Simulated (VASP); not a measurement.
# SnTe2 (fluorite type) (Fm-3m) in VASP: a series of runs, part 2 of 2

VASP 6.6.1. The steps go on from the part before.

## (4) Electric field gradients, PBE

This run uses another cell than the first one, of 36.44 Å³/atom.

File INCAR:

```
SYSTEM = SnTe2
ALGO     = Normal         ! electronic algorithm
EDIFF    = 1E-8           ! SCF threshold, eV
ENCUT    = 400            ! plane-wave cutoff, eV
GGA      = PE             ! functional
GGA_COMPAT= .FALSE.      
ISIF     = 2              ! what is computed and relaxed
ISMEAR   = -1             ! smearing method
LASPH    = .TRUE.         ! aspherical terms in the spheres
LCHARG   = .FALSE.        ! write CHGCAR
LEFG     = .TRUE.       
LREAL    = .FALSE.        ! projectors in reciprocal space
LWAVE    = .FALSE.        ! write WAVECAR
NBANDS   = 20             ! bands
NELM     = 120            ! most SCF steps
PREC     = Accurate       ! precision mode
SIGMA    = 0.05           ! smearing width, eV
```

File KPOINTS:

```
k-points
0
G
  10 10 10
  0 0 0
```

File POSCAR:

```
SnTe2
1.0
    0.0000000000      3.7952643171      3.7952643171
    3.7952643171      0.0000000000      3.7952643171
    3.7952643171      3.7952643171      0.0000000000
Sn Te
1 2
Direct
    0.0000000000      0.0000000000      0.0000000000
    0.2500000000      0.2500000000      0.2500000000
    0.7500000000      0.7500000000      0.7500000000
```

Potentials or basis: VASP PAW PBE potentials, release 64 (Sn_d, Te).

Command:

```
> cat potpaw_PBE.64/Sn_d/POTCAR potpaw_PBE.64/Te/POTCAR > POTCAR
> mpirun -np 1 vasp_std > vasp.out
```

OUTCAR:

```text
SYSTEM = SnTe2
   EDIFF = 1E-8
   ENCUT = 400
   GGA = PE
   ISIF = 2
   ISMEAR = -1
   LASPH = .TRUE.
   LREAL = .FALSE.
   NELM = 120
   PREC = Accurate

 ion  position               nearest neighbor table
   1  0.000  0.000  0.000-   3 3.29   3 3.29   3 3.29   2 3.29   3 3.29   2 3.29   2 3.29   2 3.29

   2  0.250  0.250  0.250-   1 3.29   1 3.29   1 3.29   1 3.29
   3  0.750  0.750  0.750-   1 3.29   1 3.29   1 3.29   1 3.29

  LATTYP: Found a face centered cubic cell.
 ALAT       =     7.5905286342

  Lattice vectors:

 A1 = (   0.0000000000,   3.7952643171,   3.7952643171)
 A2 = (   3.7952643171,   0.0000000000,   3.7952643171)
 A3 = (   3.7952643171,   3.7952643171,   0.0000000000)

Analysis of symmetry for initial positions (statically):
=====================================================================
 Subroutine PRICEL returns:
 Original cell was already a primitive cell.

 Routine SETGRP: Setting up the symmetry group for a
 face centered cubic supercell.

 Subroutine GETGRP returns: Found 48 space group operations
 (whereof 48 operations were pure point group operations)
 out of a pool of 48 trial point group operations.

The static configuration has the point symmetry O_h .

Analysis of symmetry for dynamics (positions and initial velocities):
=====================================================================
 Subroutine PRICEL returns:
 Original cell was already a primitive cell.

 Routine SETGRP: Setting up the symmetry group for a
 face centered cubic supercell.

[... 164 lines left out ...]
      3     -16.5848      2.00000
      4     -16.5788      2.00000
      5     -16.5788      2.00000
      6      -7.1764      2.00000
[... 541 lines left out ...]
     19      10.7791      0.00000
     20      12.3310      0.00000

 [... further k-points ...]

------------------------ aborting loop because EDIFF is reached ----------------------------------------

  FORCE on cell =-STRESS in cart. coord.  units (eV):
  Direction    XX          YY          ZZ          XY          YZ          ZX
  --------------------------------------------------------------------------------------
  -------------------------------------------------------------------------------------
  Total       -1.2657472     -1.2657472     -1.2657472      0.0000000      0.0000000     -0.0000000
  in kB      -18.5481876    -18.5481876    -18.5481876      0.0000000      0.0000000     -0.0000000
  external PRESSURE =     -18.5481876 kB  Pullay stress =       0.0000000 kB

 VOLUME and BASIS-vectors are now :
 -----------------------------------------------------------------------------
  energy-cutoff  :      400.00
  volume of cell :      109.33
      direct lattice vectors                 reciprocal lattice vectors
     0.000000000  3.795264317  3.795264317    -0.131743130  0.131743130  0.131743130
     3.795264317  0.000000000  3.795264317     0.131743130 -0.131743130  0.131743130
     3.795264317  3.795264317  0.000000000     0.131743130  0.131743130 -0.131743130

 POSITION                                       TOTAL-FORCE (eV/Angst)
 -----------------------------------------------------------------------------------
      0.00000      0.00000      0.00000         0.000000     -0.000000      0.000000
      1.89763      1.89763      1.89763         0.000000      0.000000      0.000000
      5.69290      5.69290      5.69290        -0.000000     -0.000000     -0.000000
 -----------------------------------------------------------------------------------
    total drift:                               -0.000000      0.000000      0.000000

  FREE ENERGIE OF THE ION-ELECTRON SYSTEM (eV)
  ---------------------------------------------------
  free  energy   TOTEN  =        -9.7267648842 eV

  energy  without entropy=       -9.6987494005  energy(sigma->0) =       -9.71275714

 Electric field gradients (V/A^2)
---------------------------------------------------------------------
 ion       V_xx      V_yy      V_zz      V_xy      V_xz      V_yz
---------------------------------------------------------------------
   1      -0.000    -0.000    -0.000     0.003     0.003     0.003
   2      -0.000    -0.000    -0.000     0.000     0.000     0.000
   3      -0.000    -0.000    -0.000     0.000     0.000     0.000
---------------------------------------------------------------------

 Electric field gradients after diagonalization (V/A^2)
 (convention: |V_zz| > |V_xx| > |V_yy|)
----------------------------------------------------------------------
 ion       V_xx      V_yy      V_zz     asymmetry (V_yy - V_xx)/ V_zz
----------------------------------------------------------------------
   1      -0.003    -0.003     0.007       0.000
   2      -0.000    -0.000     0.000       0.000
   3      -0.000    -0.000     0.000       0.000
----------------------------------------------------------------------

           NMR quadrupolar parameters

 Cq : quadrupolar parameter    Cq=e*Q*V_zz/h
 eta: asymmetry parameters     (V_yy - V_xx)/ V_zz
 Q  : nuclear electric quadrupole moment in mb (millibarn)
----------------------------------------------------------------------
 ion       Cq(MHz)       eta       Q (mb)
----------------------------------------------------------------------
   1       0.000       0.000       1.000
   2       0.000       0.000       1.000
   3       0.000       0.000       1.000
----------------------------------------------------------------------
```

stdout:

```text
POSCAR found type information on POSCAR SnTe
 POSCAR found :  2 types and       3 ions
 scaLAPACK will be used
 LDA part: xc-table for (Slater+PW92), standard interpolation
 POSCAR, INCAR and KPOINTS ok, starting setup
 FFT: planning ... GRIDC
 FFT: planning ... GRID_SOFT
 FFT: planning ... GRID
 WAVECAR not read
 entering main loop
ion   1

ion   2

ion   3
```

It took 2 min on 1 thread of Intel Xeon 8259CL, shared host; peak memory 0.24 GiB.

Results:

* Free energy: -9.7268 eV
* Pressure: -1.9 GPa
* Band gap on the k mesh: zero (bands 13 and 14 overlap by 1.81 eV)
* Largest electric field gradient by atom: zero within the noise of the run

Levels at points of the mesh, in eV from the Fermi level:
| k point | band 9 | band 10 | band 11 | band 12 | band 13 | band 14 | band 15 | band 16 | band 17 | band 18 |
| --- | --- | --- | --- | --- | --- | --- | --- | --- | --- | --- |
| (0.00, 0.00, 0.00) | -2.34 | -2.34 | -2.34 | -1.20 | -1.20 | -1.20 | 1.71 | 1.71 | 1.71 | 4.95 |
| (0.50, 0.00, 0.00) | -2.62 | -2.62 | -2.26 | -1.62 | -1.62 | 0.53 | 3.14 | 3.14 | 4.18 | 5.89 |
| (0.50, 0.50, 0.00) | -3.84 | -3.84 | -1.52 | 0.44 | 0.44 | 0.99 | 1.97 | 3.98 | 3.98 | 5.43 |

Caveat: spin-orbit coupling is left out, which moves the levels of the heavy elements.
